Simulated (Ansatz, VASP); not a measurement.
Given: the input of a run of Ansatz 0.2.0 on In.

The input input.yaml:

```yaml
crystal:
  lattice:
    - [3.363843863, 0.0, 0.0]
    - [-1.6819219315, 2.9131742397, 0.0]
    - [0.0, 0.0, 10.79970836]
  atoms:
    - { symbol: In, position: [0.663431, 0.342825, 0.74986] }
    - { symbol: In, position: [-0.00237, -0.018592, 0.499668] }
    - { symbol: In, position: [0.326338, 0.663061, 0.246008] }
    - { symbol: In, position: [-0.003809, -0.00876, -0.000177] }
hamiltonian:
  xc: pbe
  pseudopotentials: { kind: paw }
kpoints:
  mp_grid: { grid: [9, 9, 3] }
scf:
  occupations: { method: fermi_dirac, width: 0.05 }
output:
  forces: true
  stress: true
  eigenvalues: true
```

Potentials or basis: Ansatz PAW.

The run is started by

```bash
$ ansatz run input.yaml --threads 2 --pin off --max-ram 5120MiB --backend cpu --events-out ev --progress --plain --runs-dir out
```

Problem. Translate it to VASP 6.6.1. Potentials there: VASP PAW PBE potentials, release 64 (In_d).

Solution. As run (the cutoff follows the program's own potentials):

INCAR

```
SYSTEM = In
PREC = Accurate ; ENCUT = 520
EDIFF = 1E-7 ; ISMEAR = -1
SIGMA = 0.05 ; LREAL = .FALSE.
LASPH = .TRUE. ; NELM = 80
ALGO = Fast ; ISIF = 2
LWAVE = .FALSE. ; LCHARG = .FALSE.
GGA = PE ; NBANDS = 34
```

Contents of KPOINTS:

```
regular mesh
0
G
  9 9 3
  0 0 0
```

Contents of POSCAR:

```
In
1.0
    3.3638438630      0.0000000000      0.0000000000
   -1.6819219315      2.9131742397      0.0000000000
    0.0000000000      0.0000000000     10.7997083600
In
4
Direct
    0.6634310000      0.3428250000      0.7498600000
   -0.0023700000     -0.0185920000      0.4996680000
    0.3263380000      0.6630610000      0.2460080000
   -0.0038090000     -0.0087600000     -0.0001770000
```

Potentials or basis: VASP PAW PBE potentials, release 64 (In_d).

Launch:

```bash
$ cat potpaw_PBE.64/In_d/POTCAR > POTCAR
$ mpirun -np 1 vasp_std > vasp.out
```

Both were run:

|  | VASP | Ansatz | Ansatz less VASP |
| --- | --- | --- | --- |
| gap on the k mesh at the Fermi level (eV) | none | none | - |
| pressure (GPa) | 1.6 | 1.6 | +0.05 |
| traceless stress, the component that is largest in VASP (GPa) | 0.50 | 0.50 | +0.002 |
| rms of the force components (eV/Å) | 0.042 | 0.042 | -0.0001 |

Atom by atom the forces differ by 0.000 eV/Å (rms over components). A gap of «none» marks a metal or a gap that the smearing closes. With one functional, cell and mesh, what is left measures potentials, basis and numerics.
